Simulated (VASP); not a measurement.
Wanted: the native input for a VASP 6.6.1 run.

| Quantity | Value |
| --- | --- |
| Task | single point |
| Functional | PBE |
| Potentials or basis | VASP PAW PBE potentials, release 64 (Ga_d, P) |
| Cutoff | 520 eV |
| k mesh | 6 × 6 × 6 |
| Occupations | gaussian, width 0.01 eV |
| Spin | no spin polarisation |
| Dipole correction | no |
| Further INCAR settings | ALGO = Normal; EDIFF = 1e-06; NBANDS = 16 |

The structure of GaP lies in POSCAR:

```
GaP
1.0
    0.0000000000      2.7307731806      2.7307731806
    2.7307731806      0.0000000000      2.7307731806
    2.7307731806      2.7307731806      0.0000000000
Ga P
1 1
Direct
    0.0000000000      0.0000000000      0.0000000000
    0.2500000000      0.2500000000      0.2500000000
```

The input as run:

INCAR

```
SYSTEM = GaP
ALGO = Normal
EDIFF = 1E-6
ENCUT = 520
GGA = PE
ISIF = 2
ISMEAR = 0
LASPH = .TRUE.
LCHARG = .FALSE.
LREAL = .FALSE.
LWAVE = .FALSE.
NBANDS = 16
NELM = 80
PREC = Accurate
SIGMA = 0.01
```

KPOINTS

```
k-points
0
G
  6 6 6
  0 0 0
```

Potentials or basis: VASP PAW PBE potentials, release 64 (Ga_d, P).

Command:

```console
$ cat potpaw_PBE.64/Ga_d/POTCAR potpaw_PBE.64/P/POTCAR > POTCAR
$ mpirun -np 1 vasp_std > vasp.out
```

Results of the run:

```yaml
Pressure: 1.9 GPa
Band_gap_on_the_k_mesh: 1.65 eV, indirect (least direct gap 1.77 eV)
```

It took 18 s on 1 thread of Intel(R) Xeon(R) Platinum 8375C CPU @ 2.90GHz (Ice Lake), on a shared host, peak memory 0.17 GiB.
